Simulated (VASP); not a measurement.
Input of a VASP 6.6.1 run:

File INCAR:

```
PREC = Accurate
ENCUT = 520
EDIFF = 1E-7
ISMEAR = 0
SIGMA = 0.05
LREAL = False
LASPH = True
NELM = 60
ALGO = Normal
ISIF = 2
LWAVE = False
LCHARG = False
GGA = PE
NBANDS = 11
```

KPOINTS

```
Automatic mesh
0
Gamma
  14 14 14
```

The input POSCAR:

```
MgO
1.0
    2.3846155554      0.0000000000      0.0000000000
    0.0000000000      2.3846155554      0.0000000000
    0.0000000000      0.0000000000      2.3846155554
Mg O
1 1
Direct
    0.0000000000      0.0000000000      0.0000000000
    0.5000000000      0.5000000000      0.5000000000
```

Potentials or basis: VASP PAW PBE potentials, release 64 (Mg, O).

Command:

```bash
$ cat potpaw_PBE.64/Mg/POTCAR potpaw_PBE.64/O/POTCAR > POTCAR
$ mpirun -np 1 vasp_std > vasp.out
```

Problem. Estimate the pressure.

Solution. 88.4 GPa.

Problem. Estimate the band gap on the k mesh.

Solution. 5.94 eV, indirect (least direct gap 6.06 eV).

 A k mesh can miss the band edges.
